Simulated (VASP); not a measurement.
Input of a VASP 6.6.1 run:

INCAR

```
SYSTEM = P3OsW
PREC = Accurate
ENCUT = 520
EDIFF = 1E-6
ISMEAR = 0
SIGMA = 0.1
LREAL = .False.
LASPH = .True.
NELM = 60
ALGO = Normal
ISIF = 2
LWAVE = .False.
LCHARG = .False.
GGA = PE
NBANDS = 26
```

Contents of KPOINTS:

```
regular mesh
0
Gamma
  6 6 4
  0 0 0
```

The input POSCAR:

```
P3OsW
1.0
    3.5824469763      0.0000000000      0.0000000000
    0.0000000000      3.5824469763      0.0000000000
    0.0000000000      0.0000000000      6.4929892035
P Os W
3 1 1
Direct
    0.5000000000      0.5000000000      0.9727525114
    0.0000000000      0.5000000000      0.3835301023
    0.5000000000      0.0000000000      0.3835301023
    0.5000000000      0.5000000000      0.6005591286
    0.0000000000      0.0000000000      0.1196281555
```

Potentials or basis: VASP PAW PBE potentials, release 64 (P, Os, W_sv).

The run is started by

```bash
$ cat potpaw_PBE.64/P/POTCAR potpaw_PBE.64/Os/POTCAR potpaw_PBE.64/W_sv/POTCAR > POTCAR
$ mpirun -np 1 vasp_std > vasp.out
```

Problem. What does it give for the pressure?

Solution. 0.4 GPa.

Problem. Estimate the band gap on the k mesh.

Solution. Zero (an odd number of electrons rules out a gap without spin polarisation).

Problem. Predict the largest force.

Solution. 0.110 eV/Å.

Forces in eV/Å, atoms in the order of the input:
```
P    0.000  0.000  0.034
P    0.000  0.000 -0.081
P    0.000  0.000 -0.081
Os   0.000  0.000  0.110
W    0.000  0.000  0.017
```

Caveat: spin-orbit coupling is left out, which moves the levels of the heavy elements; an odd number of electrons without spin polarisation forces a metal; a magnetic or distorted state may lie lower.
